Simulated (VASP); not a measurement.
Input of a VASP 6.6.1 run:

The input INCAR:

```
SYSTEM = Ti12Si
ALGO     = Normal         ! electronic algorithm
DIPOL    = 0.5 0.5 0.309
EDIFF    = 1E-7           ! SCF threshold, eV
ENCUT    = 520            ! plane-wave cutoff, eV
GGA      = PE             ! functional
IDIPOL   = 3            
ISIF     = 2              ! what is computed and relaxed
ISMEAR   = 0              ! smearing method
IVDW     = 12             ! dispersion correction
LASPH    = .TRUE.         ! aspherical terms in the spheres
LCHARG   = .FALSE.        ! write CHGCAR
LDIPOL   = .TRUE.       
LREAL    = .FALSE.        ! projectors in reciprocal space
LWAVE    = .FALSE.        ! write WAVECAR
NBANDS   = 86             ! bands
NELM     = 100            ! most SCF steps
PREC     = Accurate       ! precision mode
SIGMA    = 0.1            ! smearing width, eV
```

The input KPOINTS:

```
k-points
0
G
  6 6 1
  0 0 0
```

File POSCAR:

```
Ti12Si
1.0
    5.7099611372      0.0000000000      0.0000000000
   -2.8549805686      4.9449713995      0.0000000000
    0.0000000000      0.0000000000     21.4932633465
Ti Si
12 1
Direct
    0.3333333333      0.1666666667      0.1861048244
    0.3333333333      0.6666666667      0.1861048244
    0.8333333333      0.1666666667      0.1861048244
    0.8333333333      0.6666666667      0.1861048244
    0.1666666667      0.3333333333      0.2907832195
    0.1666666667      0.8333333333      0.2907832195
    0.6666666667      0.3333333333      0.2907832195
    0.6666666667      0.8333333333      0.2907832195
    0.0000000000      0.0000000000      0.3951593208
    0.0000000000      0.5000000000      0.3951593208
    0.5000000000      0.0000000000      0.3951593208
    0.5000000000      0.5000000000      0.3951593208
    0.3333333333      0.1666666667      0.5347379391
```

Potentials or basis: VASP PAW PBE potentials, release 64 (Ti_sv, Si).

Run with:

```bash
$ cat potpaw_PBE.64/Ti_sv/POTCAR potpaw_PBE.64/Si/POTCAR > POTCAR
$ mpirun -np 1 vasp_std > vasp.out
```

**Question.** What does it give for the largest force?

**Answer.** 2.489 eV/Å.

**Question.** What does it give for the band gap on the k mesh?

**Answer.** Zero (bands 74 and 75 overlap by 0.71 eV).

**Question.** Predict the dispersion energy per atom.

**Answer.** -0.428 eV.

Forces in eV/Å, atoms in the order of the input:
```
Ti   0.000  0.000  0.057
Ti  -0.012 -0.007  0.072
Ti   0.000  0.014  0.072
Ti   0.012 -0.007  0.072
Ti  -0.068  0.039 -0.225
Ti   0.000 -0.078 -0.225
Ti   0.068  0.039 -0.225
Ti   0.000  0.000 -0.268
Ti   0.346  0.200  0.827
Ti   0.000  0.000  0.678
Ti  -0.346  0.200  0.827
Ti   0.000 -0.399  0.827
Si   0.000  0.000 -2.489
```
